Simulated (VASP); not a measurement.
Here is a VASP 6.6.1 calculation.

The input INCAR:

```
ALGO = Normal ; DIPOL = 0.5 0.5 0.500
EDIFF = 1E-6 ; ENCUT = 520
GGA = PE ; IDIPOL = 3
ISIF = 2 ; ISMEAR = -1
LASPH = T ; LCHARG = T
LDIPOL = T ; LELF = T
LREAL = F ; LVACPOTAV = T
LVHAR = T ; LWAVE = F
NBANDS = 16 ; NELM = 80
PREC = Accurate ; SIGMA = 0.02
```

File KPOINTS:

```
k-points
0
Gamma
  10 10 1
```

POSCAR

```
MgO
1.0
    3.0079491106      0.0000000000      0.0000000000
    0.0000000000      3.0079491106      0.0000000000
    0.0000000000      0.0000000000     18.1269000000
Mg O
2 2
Direct
    0.0000000000      0.0000000000      0.4429616490
    0.5000000000      0.5000000000      0.5570383404
    0.5000000000      0.5000000000      0.4396605882
    0.0000000000      0.0000000000      0.5603394224
```

Potentials or basis: VASP PAW PBE potentials, release 64 (Mg, O).

Launch:

```sh
$ cat potpaw_PBE.64/Mg/POTCAR potpaw_PBE.64/O/POTCAR > POTCAR
$ mpirun -np 1 vasp_std > vasp.out
```

**Question.** Estimate the band gap on the k mesh.

**Answer.** 3.28 eV.

**Question.** What does it give for the largest force?

**Answer.** 0.029 eV/Å.

Forces in eV/Å, atoms in the order of the input:
```
Mg   0.000  0.000  0.029
Mg   0.000  0.000 -0.029
O    0.000  0.000  0.002
O    0.000  0.000 -0.002
```
